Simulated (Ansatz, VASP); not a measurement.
# Two plane-wave programs on BP

INCAR

```
PREC     = Accurate       # precision mode
ENCUT    = 450            # plane-wave cutoff, eV
EDIFF    = 1E-7           # SCF threshold, eV
ISMEAR   = 0              # smearing method
SIGMA    = 0.02           # smearing width, eV
LREAL    = False          # projectors in reciprocal space
LASPH    = True           # aspherical terms in the spheres
NELM     = 120            # most SCF steps
ALGO     = Normal         # electronic algorithm
ISIF     = 2              # what is computed and relaxed
LWAVE    = False          # write WAVECAR
LCHARG   = False          # write CHGCAR
GGA      = PS             # functional
IBRION   = 2              # ionic algorithm
NSW      = 60             # ionic steps
EDIFFG   = -0.002         # ionic threshold
GGA_COMPAT= False        
NELMIN   = 4
```

The input KPOINTS:

```
Automatic mesh
0
Gamma
  10 10 10
```

POSCAR

```
BP
1.0
    0.0000000000      2.1719893105      2.3130217069
    2.1719893105      0.0000000000      2.3130217069
    2.1719893105      2.1719893105      0.0000000000
B P
1 1
Direct
    0.0000000000      0.0000000000      0.0000000000
    0.2500000000      0.2500000000      0.2500000000
```

Input for Ansatz:

```yaml
crystal:
  lattice:
    - [0.0, 2.1719893105, 2.3130217069]
    - [2.1719893105, 0.0, 2.3130217069]
    - [2.1719893105, 2.1719893105, 0.0]
  atoms:
    - { symbol: B, position: [0.0, 0.0, 0.0] }
    - { symbol: P, position: [0.25, 0.25, 0.25] }
basis:
  ecutwfc: 420
kpoints:
  mp_grid: { grid: [10, 10, 10] }
hamiltonian:
  xc: pbesol
  pseudopotentials: { kind: paw, azcp: { folder: soft_1 } }
scf:
  occupations: { method: gaussian, width: 0.02 }
output:
  forces: true
  stress: true
  eigenvalues: true
relax:
  adjacent_minimum: "off"
  f_tol: 0.002
  max_steps: 40
```

Change from the starting cell: strained cell.

Alike in both runs: task relaxation of the atoms; functional PBEsol; k mesh 10 × 10 × 10; occupations gaussian, width 0.02 eV; no spin polarisation.

|  | VASP | Ansatz |
| --- | --- | --- |
| version | VASP 6.6.1 | Ansatz 0.2.0 |
| potentials or method | VASP PAW PBE potentials, release 64 (B, P), cutoff 450 eV | scalar-relativistic, plane waves, PAW |
| valence electrons in the cell | 8 | 8 |

```tsv
	VASP	Ansatz	Ansatz less VASP
gap on the k mesh at the Fermi level, each at its own relaxed structure (eV)	0.55	0.56	+0.005
```

VASP's potentials were made for PBE, not for PBEsol, and Ansatz warns of the same on its side. Ansatz's warnings: stress scf threshold loose.

Noted on VASP's run: the relaxation stopped at its first step, so nothing moved.
